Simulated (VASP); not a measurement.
# CdAu (P-6m2) in VASP: single point with LDA

Aim: the single point of CdAu with LDA.

All numbers are computed with VASP 6.6.1; they aren't measurements. Logs are shortened: lines on timing, memory, paths and dates and some standing lists are left out, and cuts for length are marked.

## Step 1: The cell of the first run

It takes space group P-6m2 (No. 187, hexagonal). The conventional cell has a = 3.018 Å, b = 3.018 Å, c = 4.493 Å, α = 90.00°, β = 90.00°, γ = 120.00°. Within 3.7 Å of Cd (site symmetry -6m2) lie 6 Au at 2.84 Å and 6 Cd at 3.02 Å. Within 3.7 Å of Au (site symmetry -6m2) lie 6 Cd at 2.84 Å and 6 Au at 3.02 Å.

## Step 2: Single point, LDA

File INCAR:

```
SYSTEM = CdAu
  PREC = Accurate
  ENCUT = 540
  EDIFF = 1E-6
  ISMEAR = -1
  SIGMA = 0.05
  LREAL = .False.
  LASPH = .True.
  NELM = 120
  ALGO = Normal
  ISIF = 2
  LWAVE = .False.
  LCHARG = .False.
  GGA = CA
  NBANDS = 26
  GGA_COMPAT = .False.
```

File KPOINTS:

```
regular mesh
0
Gamma
  16 16 10
  0 0 0
```

File POSCAR:

```
CdAu
1.0
    3.0178677101      0.0000000000      0.0000000000
   -1.5089338550      2.6135501022      0.0000000000
    0.0000000000      0.0000000000      4.4933879013
Cd Au
1 1
Direct
    0.0000000000      0.0000000000      0.0000000000
    0.3333333333      0.6666666667      0.5000000000
```

Potentials or basis: VASP PAW LDA potentials, release 64 (Cd_sv_GW, Au_sv_GW).

Command:

```console
$ cat potpaw_LDA.64/Cd_sv_GW/POTCAR potpaw_LDA.64/Au_sv_GW/POTCAR > POTCAR
$ mpirun -np 1 vasp_std > vasp.out
```

OUTCAR:

```text
SYSTEM = CdAu
   PREC = Accurate
   ENCUT = 540
   EDIFF = 1E-6
   ISMEAR = -1
   LREAL = .False.
   LASPH = .True.
   NELM = 120
   ISIF = 2
   GGA = CA

 ion  position               nearest neighbor table
   1  0.000  0.000  0.000-   2 2.84   2 2.84   2 2.84   2 2.84   2 2.84   2 2.84
   2  0.333  0.667  0.500-   1 2.84   1 2.84   1 2.84   1 2.84   1 2.84   1 2.84

  LATTYP: Found a hexagonal cell.
 ALAT       =     3.0178677101
 C/A-ratio  =     1.4889280555

  Lattice vectors:

 A1 = (   3.0178677101,   0.0000000000,   0.0000000000)
 A2 = (  -1.5089338550,   2.6135501022,   0.0000000000)
 A3 = (   0.0000000000,   0.0000000000,   4.4933879013)

Analysis of symmetry for initial positions (statically):
=====================================================================
 Subroutine PRICEL returns:
 Original cell was already a primitive cell.

 Routine SETGRP: Setting up the symmetry group for a
 hexagonal supercell.

 Subroutine GETGRP returns: Found 12 space group operations
 (whereof 12 operations were pure point group operations)
 out of a pool of 24 trial point group operations.

The static configuration has the point symmetry D_3h.

Analysis of symmetry for dynamics (positions and initial velocities):
=====================================================================
 Subroutine PRICEL returns:
 Original cell was already a primitive cell.

 Routine SETGRP: Setting up the symmetry group for a
 hexagonal supercell.

 Subroutine GETGRP returns: Found 12 space group operations
 (whereof 12 operations were pure point group operations)
 out of a pool of 24 trial point group operations.

The dynamic configuration has the point symmetry D_3h.

 Subroutine INISYM returns: Found 12 space group operations
 (whereof 12 operations are pure point group operations),
 and found     1 'primitive' translations

----------------------------------------------------------------------------------------

                                     Primitive cell

  volume of cell :      35.4409

  direct lattice vectors                    reciprocal lattice vectors
     3.017867710  0.000000000  0.000000000     0.331359786  0.191310662  0.000000000
    -1.508933855  2.613550102  0.000000000     0.000000000  0.382621324  0.000000000
     0.000000000  0.000000000  4.493387901     0.000000000  0.000000000  0.222549226

  length of vectors
     3.017867710  3.017867710  4.493387901     0.382621324  0.382621324  0.222549226

  position of ions in fractional coordinates (direct lattice)
     0.000000000  0.000000000  0.000000000
     0.333333333  0.666666667  0.500000000

  ion indices of the primitive-cell ions
   primitive index   ion index
                 1           1
                 2           2

----------------------------------------------------------------------------------------

 KPOINTS: regular mesh

Automatic generation of k-mesh.
 Grid dimensions read from file:
 generate k-points for:   16   16   10

 Generating k-lattice:

  Cartesian coordinates                     Fractional coordinates (reciprocal lattice)
     0.020709987  0.011956916  0.000000000     0.062500000  0.000000000  0.000000000
     0.000000000  0.023913833  0.000000000     0.000000000  0.062500000  0.000000000
     0.000000000  0.000000000  0.022254923     0.000000000  0.000000000  0.100000000

  Length of vectors
     0.023913833  0.023913833  0.022254923

  Shift w.r.t. Gamma in fractional coordinates (k-lattice)
     0.000000000  0.000000000  0.000000000

 Subroutine IBZKPT returns following result:
 ===========================================

 Found    180 irreducible k-points:

 Following reciprocal coordinates:
            Coordinates               Weight
  0.000000  0.000000  0.000000      1.000000
  0.062500  0.000000  0.000000      6.000000
  0.125000  0.000000  0.000000      6.000000
  0.187500  0.000000  0.000000      6.000000
  0.250000  0.000000  0.000000      6.000000
  0.312500 -0.000000  0.000000      6.000000
[... 16 lines left out ...]
  0.187500  0.187500  0.000000      6.000000
  0.250000  0.187500  0.000000     12.000000
 [... further k-points ...]
   k-points           NKPTS =    180   k-points in BZ     NKDIM =    180   number of bands    NBANDS=     26
   number of dos      NEDOS =    301   number of ions     NIONS =      2
   total plane-waves  NPLWV =  20736
   dimension x,y,z NGX =    24 NGY =   24 NGZ =   36
   dimension x,y,z NGXF=    48 NGYF=   48 NGZF=   72
   ions per type =               1   1
   NGX,Y,Z   is equivalent  to a cutoff of  13.22, 13.22, 13.32 a.u.
   NGXF,Y,Z  is equivalent  to a cutoff of  26.44, 26.44, 26.64 a.u.
 SYSTEM =  CdAu
   PREC   = accura    normal or accurate (medium, high low for compatibility)
   ISTART =      0    job   : 0-new  1-cont  2-samecut
   ICHARG =      2    charge: 1-file 2-atom 10-const
   ISPIN  =      1    spin polarized calculation?
   LNONCOLLINEAR =      F non collinear calculations
   LSORBIT =      F    spin-orbit coupling
   LASPH  =      T    aspherical Exc in radial PAW
   ENCUT  =  540.0 eV  39.69 Ry    6.30 a.u.   5.72  5.72  8.51*2*pi/ulx,y,z
   NELM   =    120;   NELMIN=  2; NELMDL= -5     # of ELM steps
   EDIFF  = 0.1E-05   stopping-criterion for ELM
   LREAL  =      F    real-space projection
   EDIFFG = 0.1E-04   stopping-criterion for IOM
   NSW    =      0    number of steps for IOM
   IBRION =     -1    ionic relax: 0-MD 1-quasi-New 2-CG
   NFREE  =      0    steps in history (QN), initial steepest desc. (CG)
   ISIF   =      2    stress and relaxation
   ISYM   =      2    0-nonsym 1-usesym 2-fastsym
   POTIM  = 0.5000    time-step for ionic-motion
   TEBEG  =    0.0;   TEEND  =   0.0 temperature during run
   PSTRESS=    0.0 pullay stress
   NELECT =      39.0000    total number of electrons
   NUPDOWN=      -1.0000    fix difference up-down
   EMIN   =  10.00;   EMAX   =-10.00  energy-range for DOS
   EFERMI =   0.00;   METHOD = LEGACY
   ISMEAR =    -1;   SIGMA  =   0.05  broadening in eV -4-tet -1-fermi 0-gaus
   EFERMI_NEDOS =   21; number of points for ismear=-14 and -15
   IALGO  =     38    algorithm
   IMIX   =      4    mixing-type and parameters
     AMIX     =   0.40;   BMIX     =  1.00
     AMIX_MAG =   1.60;   BMIX_MAG =  1.00
  volume/ion in A,a.u.               =      17.72       119.58
  Fermi-wavevector in a.u.,A,eV,Ry     =   1.690161  3.193941 38.867000  2.856644
  Thomas-Fermi vector in A             =   2.772158
   LORBIT       =      0    0 simple, 1 ext, 2 COOP (PROOUT), +10 PAW based schemes
   GGA     = CA    functional components
   LHFCALC =     F    Hartree Fock is set to
   AEXX    =    0.0000 exact exchange contribution
   IVDW    =     0    specifies the selected vdW correction
   LEPSILON=     F    determine dielectric tensor
   LRPA    =     F    only Hartree local field effects (RPA)
 non-spin polarized calculation
  energy-cutoff  :      540.00
  volume of cell :       35.44
 maximum number of plane-waves:      1025
 NGX is ok and might be reduce to    24
   NGX = 11   NGY = 11   NGZ = 17

 number of electron      39.0000017 magnetization

 Free energy of the ion-electron system (eV)
  ---------------------------------------------------
  ext. energy  EPLUGINS =         0.00000000
  ---------------------------------------------------
  free energy    TOTEN  =        -5.57565606 eV

  energy without entropy =       -5.56930059  energy(sigma->0) =       -5.57247833

 E-fermi :   8.1558     XC(G=0): -13.1155

 val. band max:        8.1557789077   @ k =   0.2500   0.2500   0.4000
 cond. band min:       8.1581613232   @ k =   0.3750   0.0625   0.3000
 fundamental gap:      0.0023824154
 Fermi energy:         8.1557975913

 k-point     1 :       0.0000    0.0000    0.0000
  band No.  band energies     occupation
      1     -97.3230      2.00000
      2     -94.1440      2.00000
      3     -55.5162      2.00000
      4     -55.5162      2.00000
      5     -55.4975      2.00000
      6     -49.0126      2.00000
[... 18 lines left out ...]
     25      23.8257      0.00000
     26      25.1475      0.00000

 k-point     2 :       0.0625    0.0000    0.0000
  band No.  band energies     occupation
      1     -97.3228      2.00000
      2     -94.1438      2.00000
      3     -55.5173      2.00000
      4     -55.5164      2.00000
      5     -55.4972      2.00000
      6     -49.0122      2.00000
[... 18 lines left out ...]
     25      24.1775      0.00000
     26      25.0838      0.00000

 k-point     3 :       0.1250    0.0000    0.0000
  band No.  band energies     occupation
      1     -97.3224      2.00000
      2     -94.1435      2.00000
      3     -55.5224      2.00000
      4     -55.5175      2.00000
      5     -55.4966      2.00000
      6     -49.0112      2.00000
[... 18 lines left out ...]
     25      24.7057      0.00000
     26      24.7092      0.00000

 k-point     4 :       0.1875    0.0000    0.0000
  band No.  band energies     occupation
      1     -97.3218      2.00000
      2     -94.1429      2.00000
      3     -55.5300      2.00000
      4     -55.5195      2.00000
      5     -55.4957      2.00000
      6     -49.0096      2.00000
[... 18 lines left out ...]
     25      23.3974      0.00000
     26      24.5427      0.00000
[... 496 lines left out ...]
      1     -97.3189      2.00000
      2     -94.1404      2.00000
      3     -55.5590      2.00000
      4     -55.5319      2.00000
      5     -55.4917      2.00000
      6     -49.0024      2.00000
[... 18 lines left out ...]
     25      18.0014      0.00000
     26      21.2233      0.00000

 k-point    23 :       0.1875    0.1875    0.0000
  band No.  band energies     occupation
      1     -97.3201      2.00000
      2     -94.1414      2.00000
      3     -55.5460      2.00000
      4     -55.5275      2.00000
      5     -55.4933      2.00000
      6     -49.0054      2.00000
[... 18 lines left out ...]
     25      21.1630      0.00000
     26      22.1470      0.00000

 k-point    24 :       0.2500    0.1875    0.0000
  band No.  band energies     occupation
      1     -97.3195      2.00000
      2     -94.1409      2.00000
      3     -55.5511      2.00000
      4     -55.5313      2.00000
      5     -55.4927      2.00000
      6     -49.0040      2.00000
[... 18 lines left out ...]
     25      20.2316      0.00000
     26      21.2278      0.00000

 [... further k-points ...]

------------------------ aborting loop because EDIFF is reached ----------------------------------------

  FORCE on cell =-STRESS in cart. coord.  units (eV):
  Direction    XX          YY          ZZ          XY          YZ          ZX
  --------------------------------------------------------------------------------------
  -------------------------------------------------------------------------------------
  Total       -0.3317139     -0.3317139     -0.1066114     -0.0000000     -0.0000000      0.0000000
  in kB      -14.9957869    -14.9957869     -4.8195824     -0.0000000     -0.0000000      0.0000000
  external PRESSURE =     -11.6037187 kB  Pullay stress =       0.0000000 kB

 VOLUME and BASIS-vectors are now :
 -----------------------------------------------------------------------------
  energy-cutoff  :      540.00
  volume of cell :       35.44
      direct lattice vectors                 reciprocal lattice vectors
     3.017867710  0.000000000  0.000000000     0.331359786  0.191310662  0.000000000
    -1.508933855  2.613550102  0.000000000     0.000000000  0.382621324  0.000000000
     0.000000000  0.000000000  4.493387901     0.000000000  0.000000000  0.222549226

 POSITION                                       TOTAL-FORCE (eV/Angst)
 -----------------------------------------------------------------------------------
      0.00000      0.00000      0.00000         0.000000     -0.000000      0.000000
     -0.00000      1.74237      2.24669        -0.000000      0.000000      0.000000
 -----------------------------------------------------------------------------------
    total drift:                                0.000001     -0.000000     -0.000000

  FREE ENERGIE OF THE ION-ELECTRON SYSTEM (eV)
  ---------------------------------------------------
  free  energy   TOTEN  =        -5.5756560628 eV

  energy  without entropy=       -5.5693005930  energy(sigma->0) =       -5.57247833
```

Wall time 4.3 min (1 thread of AMD EPYC 7R43 (Zen 3), shared host); peak memory 0.28 GiB.

Results:

```yaml
Free_energy: -5.5757 eV
Pressure: -1.2 GPa
Band_gap_on_the_k_mesh: zero (an odd number of electrons rules out a gap without spin polarisation)
```

Stress tensor (GPa, compression positive):
```
-1.50  0.00  0.00
 0.00 -1.50  0.00
 0.00  0.00 -0.48
```

Caveat: spin-orbit coupling is left out, which moves the levels of the heavy elements.
